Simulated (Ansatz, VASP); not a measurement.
## One calculation of Rh, two programs

```xyz
4
Lattice="2.6917 0.0000 0.0000 -1.3459 2.3311 0.0000 0.0000 0.0000 8.7981" Properties=species:S:1:pos:R:3 pbc="T T T"
Rh    1.3459    0.7770    6.5986
Rh    0.0000    0.0000    4.3990
Rh    0.0000    1.5541    2.1995
Rh    0.0000    0.0000    0.0000
```

Alike in both runs: functional LDA; k mesh 6 × 6 × 2; occupations fermi-dirac, width 0.05 eV; no spin polarisation.

|  | VASP | Ansatz |
| --- | --- | --- |
| version | VASP 6.6.1 | Ansatz 0.2.0 |
| potentials or method | VASP PAW LDA potentials, release 64 (Rh_pv) | Ansatz PAW |
| plane-wave cutoff (eV) | 520 | 420 |
| valence electrons in the cell | 60 | 68 |
| task | single point | projected density of states |

```csv
,VASP,Ansatz,Ansatz less VASP
gap on the k mesh at the Fermi level (eV),none,none,-
pressure (GPa),-10.2,-11.1,-0.81
"traceless stress, the component that is largest in VASP (GPa)",-3.58,-3.61,-0.034
```

LDA's correlation is that of Perdew and Zunger in VASP and of Perdew and Wang (1992) in Ansatz. A gap of «none» marks a metal or a gap that the smearing closes. VASP's potentials hold 60 valence electrons a cell and Ansatz's 68, so a difference there can come from the potentials and not from the codes.

The k mesh is coarse, so the values compare programs but aren't converged.
